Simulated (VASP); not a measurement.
# LiSi16 (a cell with a defect): single point with LDA

The system is LiSi16 (a cell with a defect).

```
CELL_PARAMETERS angstrom
0.00000 5.43000 5.43000
5.43000 0.00000 5.43000
5.43000 5.43000 0.00000
ATOMIC_POSITIONS crystal
Si 0.00547 0.99659 0.00575
Si 0.12734 0.12660 0.12755
Si 0.00911 0.00272 0.50145
Si 0.14059 0.12581 0.62467
Si 0.99769 0.49915 0.99793
Si 0.12192 0.62336 0.12217
Si 0.00552 0.50690 0.49542
Si 0.12732 0.62882 0.62538
Si 0.50124 0.00273 0.00934
Si 0.62441 0.12581 0.14086
Si 0.50876 0.01012 0.50905
Si 0.63179 0.13328 0.63201
Si 0.49516 0.50688 0.00578
Si 0.62514 0.62883 0.12753
Si 0.50123 0.51057 0.50144
Si 0.62441 0.64197 0.62467
Li 0.76499 0.26638 0.76528
```

```yaml
Program: VASP 6.6.1
Task: single point
Functional: LDA
Potentials_or_basis: VASP PAW LDA potentials, release 64 (Si, Li_sv)
Cutoff: 520 eV
k_mesh: 2 × 2 × 2
Occupations: gaussian, width 0.02 eV
Spin: no spin polarisation
```

```yaml
Largest_force: 0.362 eV/Å
```

Forces on the atoms (eV/Å):
```
Si   0.029 -0.007  0.030
Si   0.027  0.006  0.027
Si   0.011  0.003  0.003
Si   0.026  0.010  0.008
Si   0.044  0.043  0.044
Si   0.044  0.046  0.044
Si   0.032  0.028 -0.009
Si   0.025  0.025  0.006
Si   0.003  0.002  0.010
Si   0.008  0.011  0.026
Si  -0.021 -0.023 -0.020
Si  -0.030 -0.029 -0.031
Si  -0.008  0.028  0.032
Si   0.007  0.026  0.025
Si   0.005  0.009  0.005
Si   0.005  0.033  0.006
Li  -0.208 -0.211 -0.208
```

Levels at points of the mesh, in eV from the Fermi level:
```csv
k point,band 31,band 32,band 33,band 34,band 35,band 36
"(0.00, 0.00, 0.00)",-0.16,-0.13,-0.13,0.36,0.40,0.40
"(0.50, 0.00, 0.00)",-0.95,-0.87,-0.86,0.93,1.16,1.20
"(0.00, 0.50, 0.00)",-0.95,-0.87,-0.86,0.93,1.16,1.20
"(0.00, 0.00, 0.50)",-0.95,-0.87,-0.86,0.93,1.16,1.20
"(0.50, 0.50, 0.50)",-0.94,-0.86,-0.86,1.00,1.09,1.09
"(0.50, 0.50, 0.00)",-1.50,-1.44,-1.40,0.83,0.91,1.96
"(0.00, 0.50, 0.50)",-1.50,-1.44,-1.40,0.83,0.91,1.96
"(0.50, 0.00, 0.50)",-1.50,-1.44,-1.40,0.83,0.91,1.96
```

It took 5.7 min on 1 thread of Intel(R) Xeon(R) Platinum 8259CL CPU @ 2.50GHz (Skylake/Cascade Lake), on a shared host, peak memory 0.38 GiB.

Caveat: the k points lie up to 0.50 Å⁻¹ apart; the cell carries a net charge on a neutralising background, which shifts energy and pressure; the cell is charged against a uniform background, so pressure and absolute levels hang on convention.
